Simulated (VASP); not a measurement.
Input of a VASP 6.6.1 run:

The input INCAR:

```
SYSTEM = Ru2Rh
  PREC = Accurate
  ENCUT = 620
  EDIFF = 1E-6
  ISMEAR = 0
  SIGMA = 0.1
  LREAL = .FALSE.
  LASPH = .TRUE.
  NELM = 120
  ALGO = Normal
  ISIF = 2
  LWAVE = .FALSE.
  LCHARG = .FALSE.
  GGA = PE
  NBANDS = 32
  GGA_COMPAT = .FALSE.
```

The input KPOINTS:

```
regular mesh
0
G
  6 6 4
  0 0 0
```

The input POSCAR:

```
Ru2Rh
1.0
    2.7095439407      0.0000000000      0.0000000000
    0.0000000000      2.7095439407      0.0000000000
    0.0000000000      0.0000000000      6.0848007819
Ru Rh
2 1
Direct
    0.5000000000      0.5000000000      0.3154540710
    0.5000000000      0.5000000000      0.6845459290
    0.0000000000      0.0000000000      0.0000000000
```

Potentials or basis: VASP PAW PBE potentials, release 64 (Ru_sv, Rh_sv_GW).

The run is started by

```bash
$ cat potpaw_PBE.64/Ru_sv/POTCAR potpaw_PBE.64/Rh_sv_GW/POTCAR > POTCAR
$ mpirun -np 1 vasp_std > vasp.out
```

Question: What does it give for the largest force?

Answer: 0.003 eV/Å.

Question: Estimate the pressure.

Answer: -0.2 GPa.

Question: What does it give for the band gap on the k mesh?

Answer: Zero (an odd number of electrons rules out a gap without spin polarisation).

Forces in eV/Å, atoms in the order of the input:
```
Ru   0.000  0.000 -0.003
Ru   0.000  0.000  0.003
Rh   0.000  0.000  0.000
```

Caveat: the k points lie up to 0.39 Å⁻¹ apart, too coarse for converged energies and pressures of a metal.
